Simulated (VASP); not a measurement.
Crystal: ScAl.

```xyz
2
Lattice="3.3703 0.0000 0.0000 0.0000 3.3703 0.0000 0.0000 0.0000 3.3703" Properties=species:S:1:pos:R:3 pbc="T T T"
Sc    1.6852    1.6852    1.6852
Al    0.0000    0.0000    0.0000
```

Base run:

* Program: VASP 6.6.1
* Functional: r2SCAN
* Potentials or basis: VASP PAW PBE potentials, release 64 (Sc_sv, Al)
* Cutoff: 520 eV
* k mesh: 10 × 10 × 10
* Occupations: gaussian, width 0.1 eV
* Spin: no spin polarisation

Its results: pressure 0.2 GPa.

Problem. After a change of settings the same cell gave: pressure -31.2 GPa. Which change was it?
A. k mesh from 10 × 10 × 10, through Γ to 8 × 8 × 8, shifted; further incar settings from ALGO = Normal; EDIFF = 1e-07; NBANDS = 14 to ALGO = Normal; EDIFF = 1e-06; NBANDS = 14
B. k mesh from 10 × 10 × 10 to 1 × 1 × 1
C. k mesh from 10 × 10 × 10, through Γ to 6 × 6 × 6, shifted; further incar settings from ALGO = Normal; EDIFF = 1e-07; NBANDS = 14 to ALGO = Normal; EDIFF = 1e-06; NBANDS = 14
D. k mesh from 10 × 10 × 10 to 8 × 8 × 8; further incar settings from ALGO = Normal; EDIFF = 1e-07; NBANDS = 14 to ALGO = Normal; EDIFF = 1e-06; NBANDS = 14

Solution. B.

Caveats: some runs use coarse meshes; the PAW data sets were made with another functional, which shifts forces and pressure a little.
